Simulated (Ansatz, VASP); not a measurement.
Two plane-wave programs on Mg2SO

The input INCAR:

```
PREC = Accurate ; ENCUT = 520
EDIFF = 1E-6 ; ISMEAR = 0
SIGMA = 0.01 ; LREAL = False
LASPH = True ; NELM = 100
ALGO = Normal ; ISIF = 2
LWAVE = False ; LCHARG = False
GGA = PE ; NBANDS = 16
```

The input KPOINTS:

```
Automatic mesh
0
Gamma
  6 6 4
```

The input POSCAR:

```
Mg2SO
1.0
    3.6487075836      0.0000000000      0.0000000000
    0.0000000000      3.6487075836      0.0000000000
    0.0000000000      0.0000000000      4.9342407836
O Mg S
1 2 1
Direct
    0.0000000000      0.0000000000      0.0000000000
    0.0000000000      0.5000000000      0.8086438575
    0.5000000000      0.0000000000      0.1913561425
    0.5000000000      0.5000000000      0.5000000000
```

Input for Ansatz:

```yaml
crystal:
  lattice:
    - [3.6487075836, 0.0, 0.0]
    - [0.0, 3.6487075836, 0.0]
    - [0.0, 0.0, 4.9342407836]
  atoms:
    - { symbol: O, position: [0.0, 0.0, 0.0] }
    - { symbol: Mg, position: [0.0, 0.5, 0.8086438575] }
    - { symbol: S, position: [0.5, 0.5, 0.5] }
    - { symbol: Mg, position: [0.5, 0.0, 0.1913561425] }
kpoints:
  mp_grid: { grid: [6, 6, 4] }
hamiltonian:
  xc: pbe
scf:
  occupations: { method: fixed }
  n_extra_bands: 5
output:
  forces: true
  stress: true
  eigenvalues: true
```

Alike in both runs: task single point; functional PBE; k mesh 6 × 6 × 4; no spin polarisation.

|  | VASP | Ansatz |
| --- | --- | --- |
| version | VASP 6.6.1 | Ansatz 0.2.0 |
| potentials or method | VASP PAW PBE potentials, release 64 (O, Mg, S) | plane waves, PAW |
| plane-wave cutoff (eV) | 520 | 420 |
| occupations | gaussian, width 0.01 eV | fixed |
| valence electrons in the cell | 16 | 32 |

|  | VASP | Ansatz | Ansatz less VASP |
| --- | --- | --- | --- |
| gap on the k mesh at the Fermi level (eV) | 1.58 | 1.60 | +0.019 |
| pressure (GPa) | 2.3 | 2.5 | +0.26 |
| rms of the force components (eV/Å) | 0.023 | 0.023 | +0.0003 |

VASP's potentials hold 16 valence electrons a cell and Ansatz's 32, so a difference there can come from the potentials and not from the codes.
